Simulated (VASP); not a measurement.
Wanted: the native input for a VASP 6.6.1 run.

```
Task                   : single point
Functional             : PBE
Potentials or basis    : VASP PAW PBE potentials, release 64 (Br)
Cutoff                 : 520 eV
k mesh                 : 14 × 14 × 14
Occupations            : fermi-dirac, width 0.0612256 eV
Spin                   : no spin polarisation
Dipole correction      : no
Further INCAR settings : ALGO = Normal; EDIFF = 1e-06; NBANDS = 14
```

The structure of Br lies in POSCAR:

```
Br
1.0
    0.0000000000      3.5516426749      3.5516426749
    3.5516426749      0.0000000000      3.5516426749
    3.5516426749      3.5516426749      0.0000000000
Br
2
Direct
    0.0000000000      0.0000000000      0.0000000000
    0.2500000000      0.2500000000      0.2500000000
```

The input as run:

INCAR

```
  ALGO = Normal
  EDIFF = 1E-6
  ENCUT = 520
  GGA = PE
  ISIF = 2
  ISMEAR = -1
  LASPH = T
  LCHARG = T
  LELF = T
  LREAL = F
  LVHAR = T
  LWAVE = F
  NBANDS = 14
  NELM = 100
  PREC = Accurate
  SIGMA = 0.06122561905347299
```

KPOINTS

```
k-points
0
Gamma
  14 14 14
```

Potentials or basis: VASP PAW PBE potentials, release 64 (Br).

Run with:

```sh
$ cat potpaw_PBE.64/Br/POTCAR > POTCAR
$ mpirun -np 1 vasp_std > vasp.out
```

Results of the run:

```json
{"Pressure": "-0.5 GPa", "Band gap on the k mesh": "zero (band 7 reaches -1.32 eV, above the bottom of band 8 at -2.42 eV)"}
```

It took 66 s on 1 thread of AMD EPYC 9R45 96-Core Processor (Zen 5), with other jobs on the host, peak memory 0.26 GiB.
